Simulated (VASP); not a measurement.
Set up this calculation in VASP 6.6.1, as the native input.

| Item | Value |
| --- | --- |
| Task | single point |
| Functional | LDA |
| Potentials or basis | VASP PAW LDA potentials, release 64 (Mn_pv, O) |
| Cutoff | 520 eV |
| k mesh | 11 × 11 × 6 |
| Occupations | fermi-dirac, width 0.05 eV |
| Spin | collinear spin, ferromagnetic start |
| Starting moments | [4.0, 0.0, 0.0] μB |
| Dipole correction | no |
| Further INCAR settings | ALGO = Normal; EDIFF = 1e-06; NBANDS = 24 |

The structure of MnO2 lies in POSCAR:

```
MnO2
1.0
    2.8179710399      0.0000000000      0.0000000000
   -1.4089855200      2.4404345078      0.0000000000
    0.0000000000      0.0000000000      4.5391857050
Mn O
1 2
Direct
    0.0000000000      0.0000000000      0.5000000000
    0.3333333333      0.6666666667      0.7062925700
    0.6666666667      0.3333333333      0.2937074300
```

The input as run:

INCAR

```
ALGO     = Normal         # electronic algorithm
EDIFF    = 1E-6           # SCF threshold, eV
ENCUT    = 520            # plane-wave cutoff, eV
ISIF     = 2              # what is computed and relaxed
ISMEAR   = -1             # smearing method
ISPIN    = 2              # spin polarisation
LASPH    = True           # aspherical terms in the spheres
LCHARG   = False          # write CHGCAR
LMAXMIX  = 4              # l up to which the mixer works
LORBIT   = 11             # projections on sites
LREAL    = False          # projectors in reciprocal space
LWAVE    = False          # write WAVECAR
MAGMOM   = 4 0 0          # initial moments
NBANDS   = 24             # bands
NELM     = 150            # most SCF steps
PREC     = Accurate       # precision mode
SIGMA    = 0.05           # smearing width, eV
```

KPOINTS

```
k-points
0
Gamma
  11 11 6
```

Potentials or basis: VASP PAW LDA potentials, release 64 (Mn_pv, O).

The run is started by

```sh
$ cat potpaw_LDA.64/Mn_pv/POTCAR potpaw_LDA.64/O/POTCAR > POTCAR
$ mpirun -np 1 vasp_std > vasp.out
```

It gave:

```
Pressure                                              : 0.4 GPa
Largest force                                         : 0.158 eV/Å
Band gap on the k mesh                                : 0.15 eV (least direct gap 0.18 eV)
Net moment                                            : 2.99 μB per cell
Site moments                                          : Mn +2.74; O +0.08 μB
Valence electrons inside the program's atomic spheres : Mn 11.89; O 4.99
```

Caveat: a cell with one magnetic atom can't hold antiferromagnetic order, which such compounds often take.

Wall time 2.2 min on 1 thread of Oxide Virtual Turin-like Processor (shared host), peak memory 0.18 GiB.
